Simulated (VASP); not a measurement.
# KF in VASP: further runs, part 2 of 2

VASP 6.6.1. The steps go on from the part before.

## 3. Single point, PBE (23.20 Å³/atom)

This run uses another cell than the first one, of 23.20 Å³/atom.

The input, INCAR:

```
SYSTEM = KF
PREC     = Accurate       ! precision mode
ENCUT    = 520            ! plane-wave cutoff, eV
EDIFF    = 1E-6           ! SCF threshold, eV
ISMEAR   = 0              ! smearing method
SIGMA    = 0.02           ! smearing width, eV
LREAL    = .False.        ! projectors in reciprocal space
LASPH    = .True.         ! aspherical terms in the spheres
NELM     = 80             ! most SCF steps
ALGO     = Normal         ! electronic algorithm
ISIF     = 2              ! what is computed and relaxed
LWAVE    = .False.        ! write WAVECAR
LCHARG   = .False.        ! write CHGCAR
GGA      = PE             ! functional
NBANDS   = 15             ! bands
```

The input, KPOINTS:

```
regular mesh
0
Gamma
  8 8 8
  0 0 0
```

The input, POSCAR:

```
KF
1.0
    2.0167093966      1.1643477130      3.2937127268
   -2.0167093966      1.1643477130      3.2937127268
    0.0000000000     -2.3286954260      3.2937127268
K F
1 1
Direct
    0.2493696479      0.2493696479      0.2493696479
   -0.0006130279     -0.0006130279     -0.0006130279
```

Potentials or basis: VASP PAW PBE potentials, release 64 (K_sv, F).

On the command line:

```
$ cat potpaw_PBE.64/K_sv/POTCAR potpaw_PBE.64/F/POTCAR > POTCAR
$ mpirun -np 1 vasp_std > vasp.out
```

OUTCAR:

```text
SYSTEM = KF
   PREC = Accurate
   ENCUT = 520
   EDIFF = 1E-6
   ISMEAR = 0
   LREAL = .False.
   LASPH = .True.
   NELM = 80
   ISIF = 2
   GGA = PE

 ion  position               nearest neighbor table
   1  0.249  0.249  0.249-   2 2.47   2 2.47   2 2.47   2 2.47
   2  0.999  0.999  0.999-   1 2.47   1 2.47   1 2.47   1 2.47

  LATTYP: Found a trigonal (rhomboedric) cell.
 ALAT       =     4.0337781191
 COS(alpha) =     0.5000890753

  Lattice vectors:

 A1 = (   2.0167093966,   1.1643477130,   3.2937127268)
 A2 = (  -2.0167093966,   1.1643477130,   3.2937127268)
 A3 = (   0.0000000000,  -2.3286954260,   3.2937127268)

Analysis of symmetry for initial positions (statically):
=====================================================================
 Subroutine PRICEL returns:
 Original cell was already a primitive cell.

 Routine SETGRP: Setting up the symmetry group for a
 trigonal (rhombohedral) supercell.

 Subroutine GETGRP returns: Found  6 space group operations
 (whereof  6 operations were pure point group operations)
 out of a pool of 12 trial point group operations.

The static configuration has the point symmetry C_3v.

Analysis of symmetry for dynamics (positions and initial velocities):
[... 167 lines left out ...]
  band No.  band energies     occupation
      1     -29.4182      2.00000
      2     -22.0523      2.00000
      3     -12.7923      2.00000
      4     -12.7923      2.00000
      5     -12.7923      2.00000
      6      -3.7527      2.00000
      7      -3.7525      2.00000
      8      -3.7525      2.00000
      9       1.9293      0.00000
     10       8.6204      0.00000
     11       8.6204      0.00000
     12       8.8570      0.00000
     13       8.8576      0.00000
     14       8.8576      0.00000
[... 401 lines left out ...]
      2     -22.1401      2.00000
      3     -12.9341      2.00000
      4     -12.8314      2.00000
      5     -12.8093      2.00000
      6      -3.8083      2.00000
      7      -3.6712      2.00000
      8      -3.6490      2.00000
      9       3.6564      0.00000
     10       7.2091      0.00000
     11       7.6708      0.00000
     12       8.2195      0.00000
     13       9.6580      0.00000
     14       9.8713      0.00000
     15      11.6732      0.00000

 [... further k-points ...]
[... 5 lines left out ...]
  --------------------------------------------------------------------------------------
  -------------------------------------------------------------------------------------
  Total        1.0314878      1.0314878      1.0310764      0.0000000      0.0000000      0.0000000
  in kB       35.6132582     35.6132582     35.5990545      0.0000000      0.0000000      0.0000000
  external PRESSURE =      35.6085236 kB  Pullay stress =       0.0000000 kB

 VOLUME and BASIS-vectors are now :
 -----------------------------------------------------------------------------
  energy-cutoff  :      520.00
  volume of cell :       46.40
      direct lattice vectors                 reciprocal lattice vectors
     2.016709397  1.164347713  3.293712727     0.247928631  0.143141662  0.101202916
    -2.016709397  1.164347713  3.293712727    -0.247928631  0.143141662  0.101202916
     0.000000000 -2.328695426  3.293712727     0.000000000 -0.286283324  0.101202916

 POSITION                                       TOTAL-FORCE (eV/Angst)
 -----------------------------------------------------------------------------------
      0.00000      0.00000      2.46406         0.000000      0.000000     -0.000236
      0.00000      0.00000      9.87508         0.000000      0.000000      0.000236
 -----------------------------------------------------------------------------------
    total drift:                               -0.000000     -0.000000      0.000188

  FREE ENERGIE OF THE ION-ELECTRON SYSTEM (eV)
  ---------------------------------------------------
  free  energy   TOTEN  =        -8.0607666019 eV

  energy  without entropy=       -8.0607666019  energy(sigma->0) =       -8.06076660
```

OSZICAR:

```text
N       E                     dE             d eps       ncg     rms          rms(c)
DAV:   1     0.976198108810E+02    0.97620E+02   -0.73262E+03  1950   0.962E+02
DAV:   2    -0.453152930648E+01   -0.10215E+03   -0.93483E+02  2533   0.266E+02
DAV:   3    -0.950921887229E+01   -0.49777E+01   -0.49524E+01  3253   0.490E+01
DAV:   4    -0.960732766937E+01   -0.98109E-01   -0.98101E-01  2261   0.473E+00
DAV:   5    -0.960809532466E+01   -0.76766E-03   -0.76765E-03  2811   0.399E-01    0.706E+00
DAV:   6    -0.809077891474E+01    0.15173E+01   -0.44778E+00  2104   0.171E+01    0.444E+00
DAV:   7    -0.805448612733E+01    0.36293E-01   -0.12195E-01  2049   0.263E+00    0.261E+00
DAV:   8    -0.805584631764E+01   -0.13602E-02   -0.73958E-02  2062   0.256E+00    0.332E-01
DAV:   9    -0.805895063080E+01   -0.31043E-02   -0.85768E-03  2298   0.620E-01    0.146E-01
DAV:  10    -0.806080949392E+01   -0.18589E-02   -0.25588E-03  2020   0.421E-01    0.673E-02
DAV:  11    -0.806075600066E+01    0.53493E-04   -0.19790E-04  2629   0.114E-01    0.192E-02
DAV:  12    -0.806076605676E+01   -0.10056E-04   -0.20835E-05  2085   0.369E-02    0.506E-03
DAV:  13    -0.806076660189E+01   -0.54513E-06   -0.19774E-06  2775   0.856E-03
   1 F= -.80607666E+01 E0= -.80607666E+01  d E =-.144745E-45
```

Wall time 22 s (1 thread of AMD EPYC 9R45 (Zen 5), shared host); peak memory 0.16 GiB.

Results:

- Free energy: -8.0608 eV
- Pressure: 3.6 GPa
- Band gap on the k mesh: 5.39 eV (least direct gap 5.68 eV)

Levels at points of the mesh, in eV from the valence-band top:
| k point | band 6 | band 7 | band 8 | band 9 | band 10 | band 11 |
| --- | --- | --- | --- | --- | --- | --- |
| (0.00, 0.00, 0.00) | -0.29 | -0.29 | -0.29 | 5.39 | 12.09 | 12.09 |
| (0.50, 0.00, 0.00) | -0.30 | -0.17 | -0.17 | 8.30 | 9.67 | 11.21 |
| (0.50, 0.50, 0.00) | -0.55 | 0.00 | 0.00 | 8.49 | 8.59 | 13.00 |
| (0.50, 0.50, 0.50) | -0.30 | -0.17 | -0.17 | 8.30 | 9.67 | 11.21 |

Caveat: the cell stands under pressure. A k mesh can miss the band edges.

## 4. Single point, PBE (23.99 Å³/atom)

This run uses another cell than the first one, of 23.99 Å³/atom.

The input, INCAR:

```
SYSTEM = KF
PREC = Accurate
ENCUT = 520
EDIFF = 1E-6
ISMEAR = 0
SIGMA = 0.02
LREAL = .FALSE.
LASPH = .TRUE.
NELM = 100
ALGO = Normal
ISIF = 2
LWAVE = .FALSE.
LCHARG = .FALSE.
GGA = PE
NBANDS = 15
```

The input, KPOINTS:

```
Automatic mesh
0
G
  8 8 8
  0 0 0
```

The input, POSCAR:

```
KF
1.0
    2.0393709495      1.1774313667      3.3307238328
   -2.0393709495      1.1774313667      3.3307238328
    0.0000000000     -2.3548627333      3.3307238328
K F
1 1
Direct
    0.2493696479      0.2493696479      0.2493696479
   -0.0006130279     -0.0006130279     -0.0006130279
```

On the command line:

```
$ cat potpaw_PBE.64/K_sv/POTCAR potpaw_PBE.64/F/POTCAR > POTCAR
$ mpirun -np 1 vasp_std > vasp.out
```

Wall time 21 s (1 thread of AMD EPYC 9R45 (Zen 5), shared host); peak memory 0.16 GiB.

It converged, with:

| Quantity | Value |
| --- | --- |
| Free energy | -8.0919 eV |
| Pressure | 2.4 GPa |
| Band gap on the k mesh | 5.30 eV (least direct gap 5.56 eV) |

Levels at points of the mesh, in eV from the valence-band top:
```csv
k point,band 5,band 6,band 7,band 8,band 9,band 10,band 11,band 12
"(0.00, 0.00, 0.00)",-9.43,-0.25,-0.25,-0.25,5.30,11.96,11.96,12.16
"(0.50, 0.00, 0.00)",-9.49,-0.29,-0.15,-0.15,8.19,9.49,11.09,11.09
"(0.50, 0.50, 0.00)",-9.45,-0.51,0.00,0.00,8.40,8.51,12.73,13.18
"(0.50, 0.50, 0.50)",-9.49,-0.29,-0.15,-0.15,8.19,9.49,11.09,11.09
```

A k mesh can miss the band edges.

## 5. Single point, PBE (24.78 Å³/atom)

This run uses another cell than the first one, of 24.78 Å³/atom.

The input, INCAR:

```
  ALGO = Normal
  EDIFF = 1E-6
  ENCUT = 520
  GGA = PE
  ISIF = 2
  ISMEAR = 0
  LASPH = True
  LCHARG = False
  LREAL = False
  LWAVE = False
  NBANDS = 15
  NELM = 80
  PREC = Accurate
  SIGMA = 0.02
```

The input, KPOINTS:

```
k-points
0
Gamma
  8 8 8
```

The input, POSCAR:

```
KF
1.0
    2.0615397618      1.1902305364      3.3669301893
   -2.0615397618      1.1902305364      3.3669301893
    0.0000000000     -2.3804610728      3.3669301893
K F
1 1
Direct
    0.2493696479      0.2493696479      0.2493696479
   -0.0006130279     -0.0006130279     -0.0006130279
```

On the command line:

```
$ cat potpaw_PBE.64/K_sv/POTCAR potpaw_PBE.64/F/POTCAR > POTCAR
$ mpirun -np 1 vasp_std > vasp.out
```

Run time: 23 s. Hardware: 1 thread of AMD EPYC 9R45 (Zen 5), shared host; peak memory 0.17 GiB.

Results (log left out):

| Property | Result |
| --- | --- |
| Free energy | -8.1127 eV |
| Pressure | 1.5 GPa |
| Band gap on the k mesh | 5.21 eV (least direct gap 5.44 eV) |

Levels at points of the mesh, in eV from the valence-band top:
```
           k point  band 4  band 5  band 6  band 7  band 8  band 9  band 10  band 11  band 12  band 13
(0.00, 0.00, 0.00)   -9.53   -9.53   -0.23   -0.23   -0.23    5.21    11.84    11.84    12.00    12.00
(0.50, 0.00, 0.00)   -9.58   -9.58   -0.28   -0.13   -0.13    8.08     9.32    10.97    10.97    13.09
(0.50, 0.50, 0.00)   -9.66   -9.55   -0.47    0.00    0.00    8.31     8.43    12.47    13.02    13.11
(0.50, 0.50, 0.50)   -9.58   -9.58   -0.28   -0.13   -0.13    8.08     9.32    10.97    10.97    13.09
```

A k mesh can miss the band edges.

## 6. Single point, PBE (25.58 Å³/atom)

This run uses another cell than the first one, of 25.58 Å³/atom.

The input, INCAR:

```
SYSTEM = KF
  PREC = Accurate
  ENCUT = 520
  EDIFF = 1E-6
  ISMEAR = 0
  SIGMA = 0.02
  LREAL = .FALSE.
  LASPH = .TRUE.
  NELM = 100
  ALGO = Normal
  ISIF = 2
  LWAVE = .FALSE.
  LCHARG = .TRUE.
  GGA = PE
  LELF = .TRUE.
  LVHAR = .TRUE.
  NBANDS = 15
```

The input, KPOINTS:

```
regular mesh
0
G
  8 8 8
  0 0 0
```

The input, POSCAR:

```
KF
1.0
    2.0832417752      1.2027601997      3.4023741644
   -2.0832417752      1.2027601997      3.4023741644
    0.0000000000     -2.4055203993      3.4023741644
K F
1 1
Direct
    0.2493696479      0.2493696479      0.2493696479
   -0.0006130279     -0.0006130279     -0.0006130279
```

Potentials or basis: VASP PAW PBE potentials, release 64 (K_sv, F).

On the command line:

```
$ cat potpaw_PBE.64/K_sv/POTCAR potpaw_PBE.64/F/POTCAR > POTCAR
$ mpirun -np 1 vasp_std > vasp.out
```

Wall time 23 s (1 thread of AMD EPYC 9R45 (Zen 5), shared host); peak memory 0.16 GiB.

The run converged. Its results:

* Free energy: -8.1247 eV
* Pressure: 0.7 GPa
* Band gap on the k mesh: 5.13 eV (least direct gap 5.33 eV)

Levels at points of the mesh, in eV from the valence-band top:
```
           k point  band 5  band 6  band 7  band 8  band 9  band 10  band 11  band 12
(0.00, 0.00, 0.00)   -9.63   -0.20   -0.20   -0.20    5.13    11.72    11.72    11.84
(0.50, 0.00, 0.00)   -9.68   -0.27   -0.11   -0.11    7.97     9.15    10.85    10.86
(0.50, 0.50, 0.00)   -9.65   -0.44    0.00    0.00    8.23     8.35    12.23    12.86
(0.50, 0.50, 0.50)   -9.68   -0.27   -0.11   -0.11    7.97     9.15    10.86    10.86
```

A k mesh can miss the band edges.

## 7. Summary

| cell | k mesh | smearing | gap on the mesh (eV) | pressure (GPa) |
| --- | --- | --- | --- | --- |
| a = 4.367 Å, angles 59.7°, 2 atoms, atomic positions A | 6 × 6 × 6 | gaussian 0.1 eV | 4.77 | -1.7 |
| a = 4.034 Å, angles 60.0°, 2 atoms, atomic positions B | 8 × 8 × 8 | gaussian 0.02 eV | 5.39 | 3.6 |
| a = 4.079 Å, angles 60.0°, 2 atoms, atomic positions B | 8 × 8 × 8 | gaussian 0.02 eV | 5.30 | 2.4 |
| a = 4.123 Å, angles 60.0°, 2 atoms, atomic positions B | 8 × 8 × 8 | gaussian 0.02 eV | 5.21 | 1.5 |
| a = 4.167 Å, angles 60.0°, 2 atoms, atomic positions B | 8 × 8 × 8 | gaussian 0.02 eV | 5.13 | 0.7 |

Alike in all rows: task single point; level PBE; potentials or basis VASP PAW PBE potentials, release 64 (K_sv, F); no spin polarisation; cutoff (eV) 520.

Caveats: the cell stands under pressure (at least some runs).

Total energies depend on the potentials used, so only differences within one code and one set of settings carry meaning.
